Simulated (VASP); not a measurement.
Runs of VASP 6.6.1 on ScPt. The structure is that of space group Pm-3m (No. 221), or close to it. The cells are those of the table. 

| task | cell | gap on the mesh (eV) | pressure (GPa) |
| --- | --- | --- | --- |
| electric field gradients | a = 3.281 Å, 2 atoms | none | (a) |
| single point | a = 3.270 Å, angles 91.1°, 2 atoms | none | -4.7 |
| electric field gradients | a = 3.334 Å, 2 atoms | none | -12.0 |
| single point | a = 3.270 Å, angles 90.6°, 2 atoms | none | -4.8 |
| single point | a = 3.270, b = 3.270, c = 3.237 Å, 2 atoms | none | -3.4 |
| electric field gradients | a = 3.270 Å, 2 atoms | none | -4.8 |
| single point | a = 3.270 Å, angles 88.8°, 2 atoms | none | -4.7 |
| single point | a = 3.303, b = 3.303, c = 3.270 Å, 2 atoms | none | -7.5 |
| single point | a = 3.270, b = 3.270, c = 3.335 Å, 2 atoms | none | -7.5 |
| electric field gradients | a = 3.259 Å, 2 atoms | none | -3.4 |

Alike in all rows: level LDA; potentials or basis VASP PAW LDA potentials, release 64 (Sc_sv, Pt); no spin polarisation; k mesh 10 × 10 × 10; cutoff (eV) 520; smearing fermi-dirac 0.05 eV.

Problem. Estimate the missing entries.

Solution. (a) -6.2.

Caveats: the cell stands under tension; spin-orbit coupling is left out, which moves the levels of the heavy elements.

A k mesh can miss the band edges, and the runs leave out spin-orbit coupling on Pt.

A gap of «none» marks levels without a gap at the run's occupations.
